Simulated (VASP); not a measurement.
Set up this calculation in VASP 6.6.1, as the native input.

```
Task                   : electric field gradients
Functional             : LDA
Potentials or basis    : VASP PAW LDA potentials, release 64 (In_d, Sb)
Cutoff                 : 520 eV
k mesh                 : 10 × 10 × 10
Occupations            : fermi-dirac, width 0.03 eV
Spin                   : no spin polarisation
Dipole correction      : no
Further INCAR settings : ALGO = Normal; EDIFF = 1e-08; NBANDS = 16
```

The structure of InSb lies in POSCAR:

```
InSb
1.0
    0.0000000000      3.1743180000      3.2391000000
    3.1743180000      0.0000000000      3.2391000000
    3.1743180000      3.1743180000      0.0000000000
In Sb
1 1
Direct
    0.0000000000      0.0000000000      0.0000000000
    0.7500000000      0.7500000000      0.7500000000
```

This cell differs from its parent crystal: equal xx and yy strain of -2 %.

These files were run (other wordings do the same):

INCAR

```
  ALGO = Normal
  EDIFF = 1E-8
  ENCUT = 520
  ISIF = 2
  ISMEAR = -1
  LASPH = T
  LCHARG = F
  LEFG = T
  LREAL = F
  LWAVE = F
  NBANDS = 16
  NELM = 80
  PREC = Accurate
  SIGMA = 0.03
```

KPOINTS

```
k-points
0
Gamma
  10 10 10
```

Potentials or basis: VASP PAW LDA potentials, release 64 (In_d, Sb).

Run with:

```bash
$ cat potpaw_LDA.64/In_d/POTCAR potpaw_LDA.64/Sb/POTCAR > POTCAR
$ mpirun -np 1 vasp_std > vasp.out
```

It gave:

* Pressure: 1.5 GPa
* Band gap on the k mesh: zero (filled and empty bands touch)
* Largest electric field gradient by atom: In -5.6; Sb +5.3 V/Å²

Caveat: the cell differs from its parent crystal (equal xx and yy strain of -2 %); semilocal functionals underestimate gaps, and a narrow one can read as zero; without QUAD_EFG the Cq values of the log hold for a quadrupole moment of 1 mb, not for the nuclei; spin-orbit coupling is left out, which moves the levels of the heavy elements.

Run time: 2.6 min on 1 thread of Intel Xeon 8259CL (shared host), peak memory 0.26 GiB.
